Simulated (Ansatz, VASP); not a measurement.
One calculation of In6O, two programs

```
In O
1.0
     0.00000    4.49435    4.49435
     4.49435    0.00000    4.49435
     4.49435    4.49435    0.00000
In O
6 1
Direct
  0.50000 0.00000 0.00000
  0.00000 0.50000 0.50000
  0.00000 0.50000 0.00000
  0.50000 0.00000 0.50000
  0.00000 0.00000 0.50000
  0.50000 0.50000 0.00000
  0.50000 0.50000 0.50000
```

Alike in both runs: functional PBE; k mesh 3 × 3 × 3; occupations gaussian, width 0.2 eV; no spin polarisation.

Ansatz relaxed the structure, and its values are those at the end. VASP's run is a single point on that final structure, the one shown.

|  | VASP | Ansatz |
| --- | --- | --- |
| version | VASP 6.6.1 | Ansatz 0.2.0 |
| potentials or method | VASP PAW PBE potentials, release 64 (In_d, O), cutoff 600 eV | scalar-relativistic, plane waves, PAW |
| valence electrons in the cell | 84 | 84 |

```csv
,VASP,Ansatz,Ansatz less VASP
gap on the k mesh at the Fermi level (eV),none,none,-
pressure (GPa),-0.2,-0.2,+0.01
```

A gap of «none» marks a metal or a gap that the smearing closes.

The k mesh is coarse, so the values compare programs but aren't converged.
